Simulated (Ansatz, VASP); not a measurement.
## Ru in VASP and in Ansatz

Contents of INCAR:

```
PREC     = Accurate       # precision mode
ENCUT    = 520            # plane-wave cutoff, eV
EDIFF    = 1E-6           # SCF threshold, eV
ISMEAR   = -1             # smearing method
SIGMA    = 0.05           # smearing width, eV
LREAL    = False          # projectors in reciprocal space
LASPH    = True           # aspherical terms in the spheres
NELM     = 150            # most SCF steps
ALGO     = Normal         # electronic algorithm
ISIF     = 2              # what is computed and relaxed
LWAVE    = False          # write WAVECAR
LCHARG   = False          # write CHGCAR
ISPIN    = 2              # spin polarisation
MAGMOM   = 1 1            # initial moments
LORBIT   = 11             # projections on sites
LMAXMIX  = 4              # l up to which the mixer works
GGA      = PE             # functional
NBANDS   = 25             # bands
```

KPOINTS

```
Automatic mesh
0
Gamma
  16 16 16
```

File POSCAR:

```
Ru
1.0
    0.0000000000      2.6134053238      2.6134053238
    2.6134053238      0.0000000000      2.6134053238
    2.6134053238      2.6134053238      0.0000000000
Ru
2
Direct
    0.1250000000      0.1250000000      0.1250000000
    0.8750000000      0.8750000000      0.8750000000
```

Input for Ansatz:

```yaml
crystal:
  lattice:
    - [0.0, 2.6134053238, 2.6134053238]
    - [2.6134053238, 0.0, 2.6134053238]
    - [2.6134053238, 2.6134053238, 0.0]
  atoms:
    - { symbol: Ru, position: [0.125, 0.125, 0.125], spin: 1.0 }
    - { symbol: Ru, position: [0.875, 0.875, 0.875], spin: 1.0 }
hamiltonian:
  xc: pbe
  pseudopotentials:
    kind: paw
    azcp:
      Ru: "pseudopotentials/Ru.paw.azcp"
basis:
  ecutwfc: 420
  fft_grid_basis: typed
kpoints:
  mp_grid: { grid: [16, 16, 16], shift: [0, 0, 0] }
magnetization:
  spin_polarized: true
scf:
  occupations: { method: fermi_dirac, width: 0.05 }
output:
  stress: true
```

Alike in both runs: task single point; functional PBE; k mesh 16 × 16 × 16; occupations fermi-dirac, width 0.05 eV; collinear spin.

```csv
,VASP,Ansatz
version,VASP 6.6.1,Ansatz 0.2.0
potentials or method,"VASP PAW PBE potentials, release 64 (Ru_pv), cutoff 520 eV","plane waves (420 eV) with PAW, scalar-relativistic"
valence electrons in the cell,28,32
```

|  | VASP | Ansatz | Ansatz less VASP |
| --- | --- | --- | --- |
| net moment per atom (μB) | 0.00 | 0.00 | 0.000 |

VASP's potentials hold 28 valence electrons a cell and Ansatz's 32, so a difference there can come from the potentials and not from the codes. Ansatz's warnings: seeded moment not kept.
